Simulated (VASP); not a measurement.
# HfS2 (P-3m1) in VASP: further runs, part 2 of 2

VASP 6.6.1. Earlier steps stand in the parts before.

## Step 3: Single point, PBEsol+D3(BJ) (volume scaled by 1.03, then relaxed in part)

INCAR

```
SYSTEM = HfS2
  ALGO = Normal
  EDIFF = 1E-6
  ENCUT = 500
  GGA = PS
  GGA_COMPAT = .FALSE.
  ISIF = 2
  ISMEAR = 0
  IVDW = 12
  LASPH = .TRUE.
  LCHARG = .FALSE.
  LREAL = .FALSE.
  LWAVE = .FALSE.
  NBANDS = 18
  NELM = 120
  PREC = Accurate
  SIGMA = 0.02
```

KPOINTS

```
k-points
0
G
  12 12 6
  0 0 0
```

POSCAR

```
HfS2
1.0
    3.5669951338      0.0000000000      0.0000000000
   -1.7834975669      3.0891084011      0.0000000000
    0.0000000000      0.0000000000      5.6820377690
Hf S
1 2
Direct
    0.0000000000      0.0000000000      0.0000000000
    0.6666666667      0.3333333333      0.7436853301
    0.3333333333      0.6666666667      0.2563146699
```

Potentials or basis: VASP PAW PBE potentials, release 64 (Hf_pv, S).

Run with:

```bash
$ cat potpaw_PBE.64/Hf_pv/POTCAR potpaw_PBE.64/S/POTCAR > POTCAR
$ mpirun -np 1 vasp_std > vasp.out
```

Run time: 84 s. Hardware: 1 thread of Intel Xeon 6975P-C, shared host; peak memory 0.25 GiB.

Results (log left out):

* Free energy: -25.0316 eV
* Pressure: -1.6 GPa
* Largest force: 0.053 eV/Å
* Band gap on the k mesh: 0.65 eV, indirect (least direct gap 1.64 eV)
* Dispersion energy per atom: -0.327 eV

Forces in eV/Å, atoms in the order of the input:
```
Hf   0.000  0.000  0.000
S    0.000  0.000  0.053
S    0.000  0.000 -0.053
```

Levels at points of the mesh, in eV from the valence-band top:
```tsv
k point	band 7	band 8	band 9	band 10	band 11	band 12	band 13	band 14	band 15	band 16
(0.00, 0.00, 0.00)	-2.99	-2.99	-0.19	-0.19	0.00	1.76	1.76	2.26	5.12	5.12
(0.50, 0.00, 0.00)	-3.11	-2.94	-2.69	-2.43	-1.58	0.83	4.01	4.11	6.03	6.44
(0.00, 0.00, 0.50)	-2.93	-2.93	-2.36	-0.41	-0.41	1.69	1.69	2.63	5.77	5.77
(0.50, 0.00, 0.50)	-4.00	-2.94	-2.71	-1.16	-0.99	0.65	3.99	4.16	5.27	5.64
```

Caveat: the cell differs from its parent crystal (volume scaled by 1.03, then relaxed in part); the PAW data sets were made with another functional, which shifts forces and pressure a little; spin-orbit coupling is left out, which moves the levels of the heavy elements. A k mesh can miss the band edges.

## Step 4: Single point, PBEsol+D3(BJ) (volume scaled by 1.06, then relaxed in part)

INCAR

```
SYSTEM = HfS2
PREC = Accurate
ENCUT = 500
EDIFF = 1E-6
ISMEAR = 0
SIGMA = 0.02
LREAL = .FALSE.
LASPH = .TRUE.
NELM = 120
ALGO = Normal
ISIF = 2
LWAVE = .FALSE.
LCHARG = .FALSE.
GGA = PS
IVDW = 12
NBANDS = 18
GGA_COMPAT = .FALSE.
```

KPOINTS

```
regular mesh
0
G
  12 12 6
  0 0 0
```

POSCAR

```
HfS2
1.0
    3.5819752993      0.0000000000      0.0000000000
   -1.7909876497      3.1020816049      0.0000000000
    0.0000000000      0.0000000000      5.7987263876
Hf S
1 2
Direct
    0.0000000000      0.0000000000      0.0000000000
    0.6666666667      0.3333333333      0.7494299245
    0.3333333333      0.6666666667      0.2505700755
```

Run with:

```bash
$ cat potpaw_PBE.64/Hf_pv/POTCAR potpaw_PBE.64/S/POTCAR > POTCAR
$ mpirun -np 1 vasp_std > vasp.out
```

Run time: 85 s. Hardware: 1 thread of Intel Xeon 6975P-C, shared host; peak memory 0.26 GiB.

The run converged. Its results:

```yaml
Free_energy: -25.0133 eV
Pressure: -2.4 GPa
Largest_force: 0.054 eV/Å
Band_gap_on_the_k_mesh: 0.81 eV, indirect (least direct gap 1.74 eV)
Dispersion_energy_per_atom: -0.317 eV
```

Forces on the atoms (eV/Å):
```
Hf   0.000  0.000  0.000
S    0.000  0.000  0.054
S    0.000  0.000 -0.054
```

Levels at points of the mesh, in eV from the valence-band top:
```csv
k point,band 8,band 9,band 10,band 11,band 12,band 13,band 14,band 15
"(0.00, 0.00, 0.00)",-2.86,-0.09,-0.09,-0.01,1.87,1.87,2.39,5.30
"(0.50, 0.00, 0.00)",-2.75,-2.57,-2.20,-1.41,0.99,4.07,4.16,6.12
"(0.00, 0.00, 0.50)",-2.81,-2.12,-0.26,-0.26,1.81,1.81,2.74,5.83
"(0.50, 0.00, 0.50)",-2.77,-2.57,-1.08,-0.95,0.81,4.05,4.20,5.44
```

Caveat: the cell differs from its parent crystal (volume scaled by 1.06, then relaxed in part); the PAW data sets were made with another functional, which shifts forces and pressure a little; spin-orbit coupling is left out, which moves the levels of the heavy elements.

## Step 5: Single point, PBEsol+D3(BJ) (volume scaled by 1.10, then relaxed in part)

INCAR

```
PREC = Accurate
ENCUT = 500
EDIFF = 1E-6
ISMEAR = 0
SIGMA = 0.02
LREAL = F
LASPH = T
NELM = 120
ALGO = Normal
ISIF = 2
LWAVE = F
LCHARG = F
GGA = PS
IVDW = 12
NBANDS = 18
GGA_COMPAT = F
```

KPOINTS

```
regular mesh
0
Gamma
  12 12 6
```

POSCAR

```
HfS2
1.0
    3.5963159815      0.0000000000      0.0000000000
   -1.7981579908      3.1145010000      0.0000000000
    0.0000000000      0.0000000000      5.9696507588
Hf S
1 2
Direct
    0.0000000000      0.0000000000      0.0000000000
    0.6666666667      0.3333333333      0.7573037899
    0.3333333333      0.6666666667      0.2426962101
```

Run with:

```bash
$ cat potpaw_PBE.64/Hf_pv/POTCAR potpaw_PBE.64/S/POTCAR > POTCAR
$ mpirun -np 1 vasp_std > vasp.out
```

It took 88 s on 1 thread of Intel Xeon 6975P-C, shared host; peak memory 0.27 GiB.

It converged, with:

```
Free energy                : -24.9789 eV
Pressure                   : -2.9 GPa
Largest force              : 0.050 eV/Å
Band gap on the k mesh     : 0.97 eV, indirect (least direct gap 1.81 eV)
Dispersion energy per atom : -0.304 eV
```

Forces in eV/Å, atoms in the order of the input:
```
Hf   0.000  0.000  0.000
S    0.000  0.000  0.050
S    0.000  0.000 -0.050
```

Stress tensor (GPa, compression positive):
```
-2.94  0.00  0.00
 0.00 -2.94  0.00
 0.00  0.00 -2.86
```

Levels at points of the mesh, in eV from the valence-band top:
```
           k point  band 7  band 8  band 9  band 10  band 11  band 12  band 13  band 14  band 15  band 16
(0.00, 0.00, 0.00)   -2.74   -2.74   -0.05     0.00     0.00     1.97     1.97     2.53     5.47     5.50
(0.50, 0.00, 0.00)   -2.93   -2.56   -2.46    -1.94    -1.24     1.15     4.14     4.21     6.22     6.54
(0.00, 0.00, 0.50)   -2.70   -2.70   -1.85    -0.12    -0.12     1.93     1.93     2.86     5.89     5.89
(0.50, 0.00, 0.50)   -3.50   -2.60   -2.43    -1.01    -0.93     0.97     4.12     4.24     5.62     5.99
```

Caveat: the cell differs from its parent crystal (volume scaled by 1.10, then relaxed in part); the PAW data sets were made with another functional, which shifts forces and pressure a little; spin-orbit coupling is left out, which moves the levels of the heavy elements.

## Step 6: Relaxation of shape and atoms at fixed volume, PBEsol+D3(BJ) (volume scaled by 0.88)

INCAR

```
ALGO     = Normal         # electronic algorithm
EDIFF    = 1E-7           # SCF threshold, eV
EDIFFG   = -0.01          # ionic threshold
ENCUT    = 500            # plane-wave cutoff, eV
GGA      = PS             # functional
GGA_COMPAT= False        
IBRION   = 2              # ionic algorithm
ISIF     = 4              # what is computed and relaxed
ISMEAR   = 0              # smearing method
IVDW     = 12             # dispersion correction
LASPH    = True           # aspherical terms in the spheres
LCHARG   = False          # write CHGCAR
LREAL    = False          # projectors in reciprocal space
LWAVE    = False          # write WAVECAR
NELM     = 120            # most SCF steps
NELMIN   = 4            
NSW      = 50             # ionic steps
PREC     = Accurate       # precision mode
SIGMA    = 0.02           # smearing width, eV
```

KPOINTS

```
k-points
0
Gamma
  12 12 6
```

POSCAR

```
HfS2
1.0
    3.4249948132      0.0000000000      0.0000000000
   -1.7124974066      2.9661325161      0.0000000000
    0.0000000000      0.0000000000      5.2654411247
Hf S
1 2
Direct
    0.0000000000      0.0000000000      0.0000000000
    0.6666666667      0.3333333333      0.7223946561
    0.3333333333      0.6666666667      0.2776053439
```

Potentials or basis: VASP PAW PBE potentials, release 64 (Hf_pv, S).

Run with:

```bash
$ cat potpaw_PBE.64/Hf_pv/POTCAR potpaw_PBE.64/S/POTCAR > POTCAR
$ mpirun -np 1 vasp_std > vasp.out
```

Wall time 2.5 min (1 thread of Intel Xeon 6975P-C, shared host); peak memory 0.24 GiB.

It converged, with:

```yaml
Free_energy: -24.8720 eV
Energy_gained_by_relaxing: 3.1 meV/atom
Ionic_steps: 4
Pressure_after_relaxing: 8.7 GPa
Band_gap_on_the_k_mesh: zero (band 11 reaches 6.31 eV, above the bottom of band 12 at 6.03 eV)
Dispersion_energy_per_atom: -0.384 eV
```

Stress tensor (GPa, compression positive):
```
8.70 0.00 0.00
0.00 8.70 0.00
0.00 0.00 8.59
```

The path:
```tsv
step	energy change (eV)	largest force (eV/Å)	pressure (GPa)	volume (Å³)
1	0.0000	0.4015	10.52	53.49
2	-0.0088	0.0571	8.93	53.49
3	-0.0090	0.0032	8.68	53.49
4	-0.0092	0.0011	8.67	53.49
```

Final structure:
```
CELL_PARAMETERS angstrom
3.42585 0.00000 0.00000
-1.71292 2.96687 0.00000
0.00000 0.00000 5.26282
ATOMIC_POSITIONS crystal
Hf 0.00000 0.00000 0.00000
S 0.66667 0.33333 0.71805
S 0.33333 0.66667 0.28195
```

Levels at points of the mesh, in eV from the Fermi level:
| k point | band 7 | band 8 | band 9 | band 10 | band 11 | band 12 | band 13 | band 14 | band 15 |
| --- | --- | --- | --- | --- | --- | --- | --- | --- | --- |
| (0.00, 0.00, 0.00) | -3.43 | -3.43 | -0.36 | -0.36 | 0.18 | 1.52 | 1.52 | 1.67 | 4.37 |
| (0.50, 0.00, 0.00) | -3.94 | -3.75 | -3.06 | -3.03 | -2.27 | 0.09 | 4.22 | 4.54 | 5.84 |
| (0.00, 0.00, 0.50) | -3.41 | -3.25 | -3.25 | -0.93 | -0.93 | 1.35 | 1.35 | 2.25 | 5.81 |
| (0.50, 0.00, 0.50) | -5.25 | -3.69 | -3.38 | -1.23 | -1.03 | -0.09 | 4.17 | 4.56 | 4.57 |

Caveat: the cell differs from its parent crystal (volume scaled by 0.88); the PAW data sets were made with another functional, which shifts forces and pressure a little; spin-orbit coupling is left out, which moves the levels of the heavy elements; pairwise dispersion overbinds metals, which lowers pressure and volume.

## Step 7: Summary

```tsv
task	cell	gap on the mesh (eV)	pressure (GPa)	largest force (eV/Å)
single point	a = 3.547, b = 3.547, c = 5.578 Å, angles 90.0, 90.0, 120.0°, 3 atoms	0.48	-0.5	0.05
single point	a = 3.567, b = 3.567, c = 5.682 Å, angles 90.0, 90.0, 120.0°, 3 atoms	0.65	-1.6	0.05
single point	a = 3.582, b = 3.582, c = 5.799 Å, angles 90.0, 90.0, 120.0°, 3 atoms	0.81	-2.4	0.05
single point	a = 3.596, b = 3.596, c = 5.970 Å, angles 90.0, 90.0, 120.0°, 3 atoms	0.97	-2.9	0.05
relaxation of shape and atoms at fixed volume	relaxed from a = 3.425, b = 3.425, c = 5.265 Å, angles 90.0, 90.0, 120.0°, 3 atoms	none	8.7	-
```

Alike in all rows: level PBEsol+D3(BJ); potentials or basis VASP PAW PBE potentials, release 64 (Hf_pv, S); no spin polarisation; k mesh 12 × 12 × 6; cutoff (eV) 500; smearing gaussian 0.02 eV.

Caveats: the PAW data sets were made with another functional, which shifts forces and pressure a little; spin-orbit coupling is left out, which moves the levels of the heavy elements; pairwise dispersion overbinds metals, which lowers pressure and volume (some runs).

Absolute energies hang on the potentials; compare differences alone.
